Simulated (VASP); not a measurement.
## S: single point with PBEsol

S:

```
S
1.0
     0.00000    2.68034    2.68034
     2.68034    0.00000    2.68034
     2.68034    2.68034    0.00000
S
2
Direct
  0.87500 0.87500 0.87500
  0.12500 0.12500 0.12500
```

This cell differs from its parent crystal: volume scaled by 0.84.

- Program: VASP 6.6.1
- Task: single point
- Functional: PBEsol
- Potentials or basis: VASP PAW PBE potentials, release 64 (S)
- Cutoff: 520 eV
- k mesh: 13 × 13 × 13
- Occupations: fermi-dirac, width 0.05 eV
- Spin: no spin polarisation

```yaml
Pressure: 11.4 GPa
Band_gap_on_the_k_mesh: zero (band 6 reaches 6.71 eV, above the bottom of band 7 at 4.62 eV)
```

Levels at points of the mesh, in eV from the Fermi level:
```csv
k point,band 2,band 3,band 4,band 5,band 6,band 7,band 8,band 9,band 10,band 11
"(0.00, 0.00, 0.00)",-7.92,-4.78,-4.78,-4.78,-1.34,-1.34,-1.34,5.51,7.29,7.29
```

Run time: 18 s on 1 thread of Intel(R) Xeon(R) 6975P-C (Granite Rapids) (shared host), peak memory 0.16 GiB.

Caveat: the PAW data sets were made with another functional, which shifts forces and pressure a little.
